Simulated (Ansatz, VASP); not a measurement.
**In2BiSb: VASP beside Ansatz**

INCAR

```
SYSTEM = In2BiSb
PREC = Accurate ; ENCUT = 520
EDIFF = 1E-6 ; ISMEAR = -1
SIGMA = 0.02 ; LREAL = .False.
LASPH = .True. ; NELM = 80
ALGO = Normal ; ISIF = 2
LWAVE = .False. ; LCHARG = .False.
GGA = PE ; NBANDS = 31
```

Contents of KPOINTS:

```
Automatic mesh
0
Gamma
  4 4 4
  0 0 0
```

POSCAR

```
In2BiSb
1.0
    4.8259846575      0.0000000000      0.0000000000
    0.0000000000      4.8259846575      0.0000000000
    0.0000000000      0.0000000000      6.7912271713
Sb In Bi
1 2 1
Direct
    0.0000000000      0.0000000000      0.0000000000
    0.0000000000      0.5000000000      0.7568794077
    0.5000000000      0.0000000000      0.2431205923
    0.5000000000      0.5000000000      0.5000000000
```

Input for Ansatz:

```yaml
crystal:
  lattice:
    - [4.8259846575, 0.0, 0.0]
    - [0.0, 4.8259846575, 0.0]
    - [0.0, 0.0, 6.7912271713]
  atoms:
    - { symbol: Sb, position: [0.0, 0.0, 0.0] }
    - { symbol: In, position: [0.0, 0.5, 0.7568794077] }
    - { symbol: Bi, position: [0.5, 0.5, 0.5] }
    - { symbol: In, position: [0.5, 0.0, 0.2431205923] }
kpoints:
  mp_grid: { grid: [4, 4, 4] }
hamiltonian:
  xc: pbe
scf:
  occupations: { method: fermi_dirac, width: 0.02 }
  n_extra_bands: 5
output:
  forces: true
  stress: true
  eigenvalues: true
```

Alike in both runs: task single point; functional PBE; k mesh 4 × 4 × 4; occupations fermi-dirac, width 0.02 eV; no spin polarisation.

|  | VASP | Ansatz |
| --- | --- | --- |
| version | VASP 6.6.1 | Ansatz 0.2.0 |
| potentials or method | VASP PAW PBE potentials, release 64 (Sb, In_d, Bi_d) | plane waves, PAW |
| plane-wave cutoff (eV) | 520 | 420 |
| valence electrons in the cell | 46 | 56 |

```csv
,VASP,Ansatz,Ansatz less VASP
pressure (GPa),-0.8,-0.8,+0.03
```

With one functional, cell and mesh, what is left measures potentials, basis and numerics. VASP's potentials hold 46 valence electrons a cell and Ansatz's 56, so a difference there can come from the potentials and not from the codes.

Neither program's run includes spin-orbit coupling.
